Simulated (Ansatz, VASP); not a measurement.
# Mg5O in VASP and in Ansatz

```
Mg O
1.0
    -1.55650    1.55650   11.33061
     1.55650   -1.55650   11.33061
     1.55650    1.55650  -11.33061
Mg O
5 1
Direct
  0.40055 0.40055 0.00000
  0.59945 0.59945 0.00000
  0.00000 0.00000 0.00000
  0.19809 0.19809 0.00000
  0.80191 0.80191 0.00000
  0.50000 0.50000 0.00000
```

Alike in both runs: functional PBE; k mesh 7 × 7 × 7; occupations gaussian, width 0.2 eV; no spin polarisation.

Ansatz relaxed the structure, and its values are those at the end. VASP's run is a single point on that final structure, the one shown.

|  | VASP | Ansatz |
| --- | --- | --- |
| version | VASP 6.6.1 | Ansatz 0.2.0 |
| potentials or method | VASP PAW PBE potentials, release 64 (Mg, O), cutoff 520 eV | scalar-relativistic, plane waves, PAW |
| valence electrons in the cell | 16 | 56 |

VASP gave:

* gap on the k mesh at the Fermi level (eV): none
* pressure (GPa): -0.3
* rms of the force components (eV/Å): 0.006

Question: Estimate Ansatz's values.

Answer: gap on the k mesh at the Fermi level (eV): none; pressure (GPa): 0.0; rms of the force components (eV/Å): 0.010.

A gap of «none» marks a metal or a gap that the smearing closes. VASP's potentials hold 16 valence electrons a cell and Ansatz's 56, so a difference there can come from the potentials and not from the codes.

The k mesh is coarse, so the values compare programs but aren't converged.
